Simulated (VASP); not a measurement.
A run of VASP 6.6.1 is set up as follows.

File INCAR:

```
SYSTEM = Nb3Ag
  PREC = Accurate
  ENCUT = 520
  EDIFF = 1E-6
  ISMEAR = 0
  SIGMA = 0.1
  LREAL = .FALSE.
  LASPH = .TRUE.
  NELM = 60
  ALGO = Normal
  ISIF = 2
  LWAVE = .FALSE.
  LCHARG = .FALSE.
  GGA = PE
  NBANDS = 33
```

The input KPOINTS:

```
Automatic mesh
0
G
  4 4 4
  0 0 0
```

Contents of POSCAR:

```
Nb3Ag
1.0
    4.9900002224      0.0000000000      0.0000000000
    0.0000000000      4.9900002224      0.0000000000
    0.0000000000      0.0000000000      4.9900002224
Nb Ag
3 1
Direct
    0.0000000000      0.5000000000      0.5000000000
    0.5000000000      0.0000000000      0.5000000000
    0.5000000000      0.5000000000      0.0000000000
    0.5000000000      0.5000000000      0.5000000000
```

Potentials or basis: VASP PAW PBE potentials, release 64 (Nb_sv, Ag).

The run is started by

```bash
$ cat potpaw_PBE.64/Nb_sv/POTCAR potpaw_PBE.64/Ag/POTCAR > POTCAR
$ mpirun -np 1 vasp_std > vasp.out
```

(1) Estimate the pressure.

(2) Estimate the band gap on the k mesh.

Answers

(1) -0.2 GPa.

(2) zero (bands 25 and 26 overlap by 1.00 eV).
